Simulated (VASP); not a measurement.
# Ti2Tl (R-3m) in VASP: a series of runs

Runs on Ti2Tl. Level: PBE. Tasks: single point, relaxation of cell and atoms.

Everything below comes from runs of VASP 6.6.1. Logs are shortened: lines on timing, memory, paths and dates and some standing lists are left out, and cuts for length are marked.

### 1 The cell of the first run

Symmetry: R-3m, No. 166, trigonal system. The conventional cell has a = 3.583 Å, b = 3.583 Å, c = 16.232 Å, α = 90.00°, β = 90.00°, γ = 120.00°. Ti (site symmetry 3m) has 3 Tl at 2.47 Å and 12 Ti at 3.41 to 3.58 Å within 3.6 Å. Within 3.3 Å of Tl (site symmetry -3m) lie 6 Ti at 2.47 Å.

### 2 Single point, PBE

INCAR

```
ALGO = Normal
EDIFF = 1E-6
ENCUT = 520
GGA = PE
ISIF = 2
ISMEAR = 0
LASPH = T
LCHARG = F
LREAL = F
LWAVE = F
NBANDS = 26
NELM = 100
PREC = Accurate
SIGMA = 0.1
```

KPOINTS

```
k-points
0
Gamma
  6 6 6
```

POSCAR

```
Ti2Tl
1.0
    1.7914821423      1.0343126971      5.4107343541
   -1.7914821423      1.0343126971      5.4107343541
    0.0000000000     -2.0686253942      5.4107343541
Ti Tl
2 1
Direct
    0.7500000000      0.7500000000      0.7500000000
    0.2500000000      0.2500000000      0.2500000000
    0.0000000000      0.0000000000      0.0000000000
```

Potentials or basis: VASP PAW PBE potentials, release 64 (Ti_sv, Tl_d).

Launch:

```
cat potpaw_PBE.64/Ti_sv/POTCAR potpaw_PBE.64/Tl_d/POTCAR > POTCAR
mpirun -np 1 vasp_std > vasp.out
```

OUTCAR:

```text
EDIFF = 1E-6
   ENCUT = 520
   GGA = PE
   ISIF = 2
   ISMEAR = 0
   LASPH = T
   LREAL = F
   NELM = 100
   PREC = Accurate

 ion  position               nearest neighbor table
   1  0.750  0.750  0.750-   3 2.47   3 2.47   3 2.47
   2  0.250  0.250  0.250-   3 2.47   3 2.47   3 2.47
   3  0.000  0.000  0.000-   1 2.47   2 2.47   1 2.47   1 2.47   2 2.47   2 2.47

  LATTYP: Found a trigonal (rhomboedric) cell.
 ALAT       =     5.7926899859
 COS(alpha) =     0.8087090652

  Lattice vectors:

 A1 = (   1.7914821423,   1.0343126971,   5.4107343541)
 A2 = (  -1.7914821423,   1.0343126971,   5.4107343541)
 A3 = (   0.0000000000,  -2.0686253942,   5.4107343541)

Analysis of symmetry for initial positions (statically):
=====================================================================
 Subroutine PRICEL returns:
 Original cell was already a primitive cell.

 Routine SETGRP: Setting up the symmetry group for a
 trigonal (rhombohedral) supercell.

 Subroutine GETGRP returns: Found 12 space group operations
 (whereof 12 operations were pure point group operations)
 out of a pool of 12 trial point group operations.

The static configuration has the point symmetry D_3d.

Analysis of symmetry for dynamics (positions and initial velocities):
=====================================================================
 Subroutine PRICEL returns:
 Original cell was already a primitive cell.

 Routine SETGRP: Setting up the symmetry group for a
 trigonal (rhombohedral) supercell.

 Subroutine GETGRP returns: Found 12 space group operations
 (whereof 12 operations were pure point group operations)
 out of a pool of 12 trial point group operations.

The dynamic configuration has the point symmetry D_3d.

 Subroutine INISYM returns: Found 12 space group operations
 (whereof 12 operations are pure point group operations),
 and found     1 'primitive' translations

----------------------------------------------------------------------------------------

                                     Primitive cell

  volume of cell :      60.1550

  direct lattice vectors                    reciprocal lattice vectors
     1.791482142  1.034312697  5.410734354     0.279098512  0.161137601  0.061605932
    -1.791482142  1.034312697  5.410734354    -0.279098512  0.161137601  0.061605932
     0.000000000 -2.068625394  5.410734354     0.000000000 -0.322275202  0.061605932

  length of vectors
     5.792689986  5.792689986  5.792689986     0.328110647  0.328110647  0.328110647

  position of ions in fractional coordinates (direct lattice)
     0.750000000  0.750000000  0.750000000
     0.250000000  0.250000000  0.250000000
     0.000000000  0.000000000  0.000000000

  ion indices of the primitive-cell ions
   primitive index   ion index
                 1           1
                 2           2
                 3           3

----------------------------------------------------------------------------------------

 KPOINTS: k-points

Automatic generation of k-mesh.
 Grid dimensions read from file:
 generate k-points for:    6    6    6

 Generating k-lattice:

  Cartesian coordinates                     Fractional coordinates (reciprocal lattice)
     0.046516419  0.026856267  0.010267655     0.166666667 -0.000000000 -0.000000000
    -0.046516419  0.026856267  0.010267655    -0.000000000  0.166666667 -0.000000000
     0.000000000 -0.053712534  0.010267655    -0.000000000 -0.000000000  0.166666667

  Length of vectors
     0.054685108  0.054685108  0.054685108

  Shift w.r.t. Gamma in fractional coordinates (k-lattice)
     0.000000000  0.000000000  0.000000000

 Subroutine IBZKPT returns following result:
 ===========================================

 Found     32 irreducible k-points:

 Following reciprocal coordinates:
            Coordinates               Weight
  0.000000  0.000000  0.000000      1.000000
  0.166667  0.000000 -0.000000      6.000000
  0.333333 -0.000000 -0.000000      6.000000
  0.500000 -0.000000 -0.000000      3.000000
  0.166667  0.166667 -0.000000      6.000000
  0.333333  0.166667 -0.000000     12.000000
[... 16 lines left out ...]
  0.500000  0.500000  0.166667      6.000000
 -0.333333  0.500000  0.166667     12.000000
 [... further k-points ...]
   k-points           NKPTS =     32   k-points in BZ     NKDIM =     32   number of bands    NBANDS=     26
   number of dos      NEDOS =    301   number of ions     NIONS =      3
   total plane-waves  NPLWV = 110592
   dimension x,y,z NGX =    48 NGY =   48 NGZ =   48
   dimension x,y,z NGXF=    96 NGYF=   96 NGZF=   96
   ions per type =               2   1
   NGX,Y,Z   is equivalent  to a cutoff of  13.78, 13.78, 13.78 a.u.
   NGXF,Y,Z  is equivalent  to a cutoff of  27.55, 27.55, 27.55 a.u.
 SYSTEM =  unknown system
   PREC   = accura    normal or accurate (medium, high low for compatibility)
   ISTART =      0    job   : 0-new  1-cont  2-samecut
   ICHARG =      2    charge: 1-file 2-atom 10-const
   ISPIN  =      1    spin polarized calculation?
   LNONCOLLINEAR =      F non collinear calculations
   LSORBIT =      F    spin-orbit coupling
   LASPH  =      T    aspherical Exc in radial PAW
   ENCUT  =  520.0 eV  38.22 Ry    6.18 a.u.  10.77 10.77 10.77*2*pi/ulx,y,z
   NELM   =    100;   NELMIN=  2; NELMDL= -5     # of ELM steps
   EDIFF  = 0.1E-05   stopping-criterion for ELM
   LREAL  =      F    real-space projection
   EDIFFG = 0.1E-04   stopping-criterion for IOM
   NSW    =      0    number of steps for IOM
   IBRION =     -1    ionic relax: 0-MD 1-quasi-New 2-CG
   NFREE  =      0    steps in history (QN), initial steepest desc. (CG)
   ISIF   =      2    stress and relaxation
   ISYM   =      2    0-nonsym 1-usesym 2-fastsym
   POTIM  = 0.5000    time-step for ionic-motion
   TEBEG  =    0.0;   TEEND  =   0.0 temperature during run
   PSTRESS=    0.0 pullay stress
   NELECT =      37.0000    total number of electrons
   NUPDOWN=      -1.0000    fix difference up-down
   EMIN   =  10.00;   EMAX   =-10.00  energy-range for DOS
   EFERMI =   0.00;   METHOD = LEGACY
   ISMEAR =     0;   SIGMA  =   0.10  broadening in eV -4-tet -1-fermi 0-gaus
   EFERMI_NEDOS =   21; number of points for ismear=-14 and -15
   IALGO  =     38    algorithm
   IMIX   =      4    mixing-type and parameters
     AMIX     =   0.40;   BMIX     =  1.00
     AMIX_MAG =   1.60;   BMIX_MAG =  1.00
  volume/ion in A,a.u.               =      20.05       135.32
  Fermi-wavevector in a.u.,A,eV,Ry     =   1.392253  2.630977 26.373100  1.938368
  Thomas-Fermi vector in A             =   2.516013
   LORBIT       =      0    0 simple, 1 ext, 2 COOP (PROOUT), +10 PAW based schemes
   GGA     = PE    functional components
   LHFCALC =     F    Hartree Fock is set to
   AEXX    =    0.0000 exact exchange contribution
   IVDW    =     0    specifies the selected vdW correction
   LEPSILON=     F    determine dielectric tensor
   LRPA    =     F    only Hartree local field effects (RPA)
 non-spin polarized calculation
 Gauss-broadening in eV      SIGMA  =   0.10
  energy-cutoff  :      520.00
  volume of cell :       60.16
 maximum number of plane-waves:      1647
 NGX is ok and might be reduce to    48
   NGX = 21   NGY = 21   NGZ = 21

 number of electron      37.0000002 magnetization

 Free energy of the ion-electron system (eV)
  ---------------------------------------------------
  ext. energy  EPLUGINS =         0.00000000
  ---------------------------------------------------
  free energy    TOTEN  =       -13.46324972 eV

  energy without entropy =      -13.44365556  energy(sigma->0) =      -13.45345264

 E-fermi :   7.9541     XC(G=0): -11.0583

 val. band max:        7.9415622826   @ k =   0.5000   0.5000   0.5000
 cond. band min:       8.0128037579   @ k =  -0.1667   0.1667   0.1667
 fundamental gap:      0.0712414753
 Fermi energy:         7.9540716055

 k-point     1 :       0.0000    0.0000    0.0000
  band No.  band energies     occupation
      1     -49.0569      2.00000
      2     -49.0372      2.00000
      3     -25.4326      2.00000
      4     -25.3463      2.00000
      5     -25.3463      2.00000
      6     -25.2992      2.00000
[... 18 lines left out ...]
     25       9.8727      0.00000
     26      11.4969      0.00000

 k-point     2 :       0.1667    0.0000   -0.0000
  band No.  band energies     occupation
      1     -49.0538      2.00000
      2     -49.0375      2.00000
      3     -25.4183      2.00000
      4     -25.3552      2.00000
      5     -25.3472      2.00000
      6     -25.3233      2.00000
[... 18 lines left out ...]
     25      10.1886      0.00000
     26      11.7137      0.00000

 k-point     3 :       0.3333   -0.0000   -0.0000
  band No.  band energies     occupation
      1     -49.0471      2.00000
      2     -49.0385      2.00000
      3     -25.3906      2.00000
      4     -25.3705      2.00000
      5     -25.3659      2.00000
      6     -25.3475      2.00000
[... 18 lines left out ...]
     25      10.6388      0.00000
     26      11.8493      0.00000

 k-point     4 :       0.5000   -0.0000   -0.0000
  band No.  band energies     occupation
      1     -49.0423      2.00000
      2     -49.0404      2.00000
      3     -25.4006      2.00000
      4     -25.3768      2.00000
      5     -25.3489      2.00000
      6     -25.3457      2.00000
[... 18 lines left out ...]
     25      10.3757      0.00000
     26      10.9389      0.00000
[... 496 lines left out ...]
      1     -49.0435      2.00000
      2     -49.0392      2.00000
      3     -25.4022      2.00000
      4     -25.3875      2.00000
      5     -25.3587      2.00000
      6     -25.3443      2.00000
[... 18 lines left out ...]
     25      10.8327      0.00000
     26      11.7819      0.00000

 k-point    23 :       0.5000    0.5000    0.1667
  band No.  band energies     occupation
      1     -49.0445      2.00000
      2     -49.0410      2.00000
      3     -25.4103      2.00000
      4     -25.3959      2.00000
      5     -25.3448      2.00000
      6     -25.3243      2.00000
[... 18 lines left out ...]
     25      10.1915      0.00000
     26      11.9406      0.00000

 k-point    24 :      -0.3333    0.5000    0.1667
  band No.  band energies     occupation
      1     -49.0421      2.00000
      2     -49.0406      2.00000
      3     -25.4163      2.00000
      4     -25.3949      2.00000
      5     -25.3542      2.00000
      6     -25.3406      2.00000
[... 18 lines left out ...]
     25      10.2424      0.00000
     26      11.3038      0.00000

 [... further k-points ...]

------------------------ aborting loop because EDIFF is reached ----------------------------------------

  FORCE on cell =-STRESS in cart. coord.  units (eV):
  Direction    XX          YY          ZZ          XY          YZ          ZX
  --------------------------------------------------------------------------------------
  -------------------------------------------------------------------------------------
  Total       12.4204514     12.4204514      7.8638339      0.0000000     -0.0000000      0.0000000
  in kB      330.8081195    330.8081195    209.4465018      0.0000000     -0.0000000      0.0000000
  external PRESSURE =     290.3542469 kB  Pullay stress =       0.0000000 kB

 VOLUME and BASIS-vectors are now :
 -----------------------------------------------------------------------------
  energy-cutoff  :      520.00
  volume of cell :       60.16
      direct lattice vectors                 reciprocal lattice vectors
     1.791482142  1.034312697  5.410734354     0.279098512  0.161137601  0.061605932
    -1.791482142  1.034312697  5.410734354    -0.279098512  0.161137601  0.061605932
     0.000000000 -2.068625394  5.410734354     0.000000000 -0.322275202  0.061605932

 POSITION                                       TOTAL-FORCE (eV/Angst)
 -----------------------------------------------------------------------------------
      0.00000      0.00000     12.17415        -0.000000     -0.000000      4.882975
      0.00000      0.00000      4.05805        -0.000000      0.000000     -4.882975
      0.00000      0.00000      0.00000         0.000000      0.000000      0.000000
 -----------------------------------------------------------------------------------
    total drift:                               -0.000000      0.000000      0.000000

  FREE ENERGIE OF THE ION-ELECTRON SYSTEM (eV)
  ---------------------------------------------------
  free  energy   TOTEN  =       -13.4632497175 eV

  energy  without entropy=      -13.4436555650  energy(sigma->0) =      -13.45345264
```

Wall time 70 s (1 thread of Intel Xeon 6975P-C (Granite Rapids), shared host); peak memory 0.31 GiB.

Results:

```yaml
Free_energy: -13.4632 eV
Pressure: 29.0 GPa
Largest_force: 4.883 eV/Å
Band_gap_on_the_k_mesh: zero (an odd number of electrons rules out a gap without spin polarisation)
```

Forces in eV/Å, atoms in the order of the input:
```
Ti   0.000  0.000  4.883
Ti   0.000  0.000 -4.883
Tl   0.000  0.000  0.000
```

Caveat: the cell stands under pressure; spin-orbit coupling is left out, which moves the levels of the heavy elements; forces of over 1 eV/Å act on the atoms, so gaps and moduli don't describe the material at rest.

### 3 Single point, PBE

This run uses another cell than the first one, of 19.95 Å³/atom.

INCAR

```
PREC = Accurate ; ENCUT = 520
EDIFF = 1E-6 ; ISMEAR = 0
SIGMA = 0.1 ; LREAL = F
LASPH = T ; NELM = 100
ALGO = Normal ; ISIF = 2
LWAVE = F ; LCHARG = T
GGA = PE ; LELF = T
LVHAR = T ; NBANDS = 26
```

KPOINTS

```
regular mesh
0
Gamma
  6 6 6
```

POSCAR

```
Ti2Tl
1.0
    1.5531325476      0.8967014945      7.1614408100
   -1.5531325476      0.8967014945      7.1614408100
    0.0000000000     -1.7934029889      7.1614408100
Ti Tl
2 1
Direct
    0.7834816509      0.7834816509      0.7834816509
    0.2165183491      0.2165183491      0.2165183491
    0.0000000000      0.0000000000      0.0000000000
```

Potentials or basis: VASP PAW PBE potentials, release 64 (Ti_sv, Tl_d).

Launch:

```
cat potpaw_PBE.64/Ti_sv/POTCAR potpaw_PBE.64/Tl_d/POTCAR > POTCAR
mpirun -np 1 vasp_std > vasp.out
```

Run time: 2.2 min. Hardware: 1 thread of Intel Xeon 6975P-C (Granite Rapids), shared host; peak memory 0.41 GiB.

Results (log left out):

| Item | Value |
| --- | --- |
| Free energy | -17.5365 eV |
| Pressure | 0.0 GPa |
| Largest force | 0.007 eV/Å |
| Band gap on the k mesh | zero (an odd number of electrons rules out a gap without spin polarisation) |

Forces in eV/Å, atoms in the order of the input:
```
Ti   0.000  0.000  0.007
Ti   0.000  0.000 -0.007
Tl   0.000  0.000  0.000
```

Levels at points of the mesh, in eV from the Fermi level:
```
           k point  band 15  band 16  band 17  band 18  band 19  band 20  band 21  band 22
(0.00, 0.00, 0.00)    -4.29    -4.13    -1.37     0.41     0.41     0.51     0.51     1.04
(0.50, 0.00, 0.00)    -3.44    -2.28    -1.80    -1.29    -0.06     0.53     0.75     2.00
(0.50, 0.50, 0.00)    -3.66    -1.79    -1.65    -1.15    -0.58     0.39     0.91     1.15
(0.50, 0.50, 0.50)    -5.68    -2.34    -1.26     0.45     0.45     0.49     0.49     1.06
```

Caveat: the k points lie up to 0.39 Å⁻¹ apart, too coarse for converged energies and pressures of a metal; spin-orbit coupling is left out, which moves the levels of the heavy elements.

### 4 Relaxation of cell and atoms, PBE

INCAR

```
SYSTEM = Ti2Tl
PREC = Accurate ; ENCUT = 600
EDIFF = 1E-6 ; ISMEAR = 0
SIGMA = 0.1 ; LREAL = .FALSE.
LASPH = .TRUE. ; NELM = 60
ALGO = Normal ; ISIF = 3
LWAVE = .FALSE. ; LCHARG = .FALSE.
GGA = PE ; IBRION = 2
NSW = 90 ; EDIFFG = -0.04
```

KPOINTS

```
regular mesh
0
G
  6 6 6
  0 0 0
```

POSCAR

```
Ti2Tl
1.0
    1.7914821423      1.0343126971      5.4107343541
   -1.7914821423      1.0343126971      5.4107343541
    0.0000000000     -2.0686253942      5.4107343541
Ti Tl
2 1
Direct
    0.7500000000      0.7500000000      0.7500000000
    0.2500000000      0.2500000000      0.2500000000
    0.0000000000      0.0000000000      0.0000000000
```

Launch:

```
cat potpaw_PBE.64/Ti_sv/POTCAR potpaw_PBE.64/Tl_d/POTCAR > POTCAR
mpirun -np 1 vasp_std > vasp.out
```

Wall time 21 min (1 thread of Intel Xeon 6975P-C (Granite Rapids), shared host); peak memory 0.42 GiB.

Results (log left out):

| Property | Result |
| --- | --- |
| Free energy | -17.5243 eV |
| Relaxed volume | 19.97 Å³/atom |
| Relaxed cell | a = 7.371 Å, b = 7.371 Å, c = 7.371 Å, α = 24.36°, β = 24.36°, γ = 24.36° |
| Space group after relaxing (to 0.1 Å) | R-3m (No. 166) |
| Energy gained by relaxing | 1353.8 meV/atom |
| Ionic steps | 32 |
| Pressure after relaxing | -0.3 GPa |
| Largest force after relaxing | 0.038 eV/Å |
| Band gap on the k mesh | zero (an odd number of electrons rules out a gap without spin polarisation) |

Forces in eV/Å, atoms in the order of the input:
```
Ti   0.000  0.000  0.038
Ti   0.000  0.000 -0.038
Tl   0.000  0.000  0.000
```

Step by step:
```tsv
step	energy change (eV)	largest force (eV/Å)	pressure (GPa)	volume (Å³)
1	0.0000	4.8835	29.06	60.16
2	-0.5412	0.2674	-12.50	97.57
3	-1.6544	1.3528	-4.45	76.51
4	-1.6593	1.4430	-3.67	75.68
5	-1.6597	1.5011	-3.17	75.17
6	-1.9565	1.5142	-2.40	71.90
7	-2.3346	0.6199	4.85	62.45
8	-2.3924	0.4025	-0.65	65.97
9	-2.4116	0.0798	0.83	64.75
10	-2.4462	0.0164	-0.10	65.59
11	-2.5560	0.3186	-2.93	67.98
12	-2.5729	1.1930	-7.46	72.20
13	-2.6009	0.8476	-5.71	70.36
14	-2.6050	0.8699	-5.77	70.41
15	-2.6169	0.9370	-5.98	70.54
16	-2.6392	1.0632	-6.44	70.79
17	-2.6763	1.2924	-7.16	71.21
18	-2.7119	1.6263	-8.23	71.71
19	-2.8029	1.7232	-7.93	70.73
20	-3.0691	1.9904	-6.58	67.58
21	-3.2210	1.5155	0.74	60.41
22	-3.2581	1.8514	-3.87	64.15
23	-3.2955	1.6859	-2.16	62.61
24	-3.3730	1.7107	-2.00	62.18
25	-3.6100	1.7956	-1.18	60.87
26	-3.9493	1.0034	2.43	58.20
27	-3.9437	0.2646	4.97	57.14
28	-3.9601	0.6814	3.58	57.68
29	-4.0405	0.0946	0.19	59.78
30	-4.0412	0.1786	-0.09	60.02
31	-4.0597	0.0190	-0.23	59.94
32	-4.0613	0.0379	-0.27	59.91
```

Final structure:
```xyz
3
Lattice="1.5554 0.8980 7.1486 -1.5554 0.8980 7.1486 0.0000 -1.7960 7.1486" Properties=species:S:1:pos:R:3 pbc="T T T"
Ti    0.0000    0.0000   16.7997
Ti    0.0000    0.0000    4.6463
Tl    0.0000    0.0000    0.0000
```

Levels at points of the mesh, in eV from the Fermi level:
```
           k point  band 16  band 17  band 18  band 19  band 20  band 21
(0.00, 0.00, 0.00)    -4.11    -1.35     0.40     0.40     0.51     0.51
(0.50, 0.00, 0.00)    -2.27    -1.79    -1.28    -0.07     0.53     0.75
(0.50, 0.50, 0.00)    -1.78    -1.66    -1.15    -0.57     0.38     0.91
(0.50, 0.50, 0.50)    -2.32    -1.23     0.45     0.45     0.49     0.49
```

Caveat: a cell axis changed by over 15 % at a fixed basis, so the end point is rough; spin-orbit coupling is left out, which moves the levels of the heavy elements.

### 5 The runs side by side

```csv
task,cell,cutoff (eV),gap on the mesh (eV),pressure (GPa),largest force (eV/Å)
single point,"a = 5.793 Å, angles 36.0°, 3 atoms, atomic positions A",520,none,29.0,4.88
single point,"a = 7.383 Å, angles 24.3°, 3 atoms, atomic positions B",520,none,0.0,0.01
relaxation of cell and atoms,"relaxed from a = 5.793 Å, angles 36.0°, 3 atoms, atomic positions A",600,none,-0.3,0.04
```

Alike in all rows: level PBE; potentials or basis VASP PAW PBE potentials, release 64 (Ti_sv, Tl_d); no spin polarisation; k mesh 6 × 6 × 6; smearing gaussian 0.1 eV.

Caveats: some runs use coarse meshes; spin-orbit coupling is left out, which moves the levels of the heavy elements; the cell stands under pressure (at least some runs); forces of over 1 eV/Å act on the atoms, so gaps and moduli don't describe the material at rest (at least some runs); a cell axis changed by over 15 % at a fixed basis, so the end point is rough (at least some runs).

Total energies depend on the potentials used, so only differences within one code and one set of settings carry meaning.
